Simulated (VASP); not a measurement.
ReP2:

```
Re P
1.0
     2.97233    0.00000    0.00000
     0.00000    2.97233    0.00000
     0.00000    0.00000    5.66294
Re P
1 2
Direct
  0.00000 0.00000 0.00000
  0.50000 0.50000 0.72860
  0.50000 0.50000 0.27140
```

The cell was built from a structure type or drawn by symmetry, and may not be a known phase.

```yaml
Program: VASP 6.6.1
Task: relaxation of cell and atoms
Functional: PBE
Potentials_or_basis: VASP PAW PBE potentials, release 64 (Re, P)
Cutoff: 600 eV
k_mesh: 6 × 6 × 4
Occupations: gaussian, width 0.1 eV
Spin: no spin polarisation
```

At the start: pressure -9.0 GPa; volume 16.68 Å³/atom.

Where does the relaxation end?

Over 15 steps the energy falls by 103.4 meV/atom and the volume is 16.24 Å³/atom (-2.6 %); space group P4/mmm (No. 123, to 0.1 Å) before and after.

The path:
```tsv
step	energy change (eV)	largest force (eV/Å)	pressure (GPa)	volume (Å³)
1	0.0000	2.1754	-8.97	50.03
2	0.0653	1.8085	25.50	43.53
3	-0.2463	0.6052	3.84	46.76
4	-0.2470	0.5207	4.59	46.62
5	-0.2981	0.0661	-0.53	48.36
6	-0.3034	0.0476	0.59	47.95
7	-0.3035	0.0595	0.69	47.91
8	-0.3062	0.1479	-0.42	48.32
9	-0.3064	0.1861	-0.89	48.49
10	-0.3078	0.1597	-0.69	48.53
11	-0.3092	0.1187	-0.35	48.59
12	-0.3092	0.0587	0.43	48.70
13	-0.3096	0.0840	0.07	48.65
14	-0.3099	0.0493	0.10	48.67
15	-0.3101	0.0075	0.17	48.71
```

Final structure:
```
Re P
1.0
     2.98010    0.00000    0.00000
     0.00000    2.98010    0.00000
     0.00000    0.00000    5.48435
Re P
1 2
Direct
  0.00000 0.00000 0.00000
  0.50000 0.50000 0.74645
  0.50000 0.50000 0.25355
```
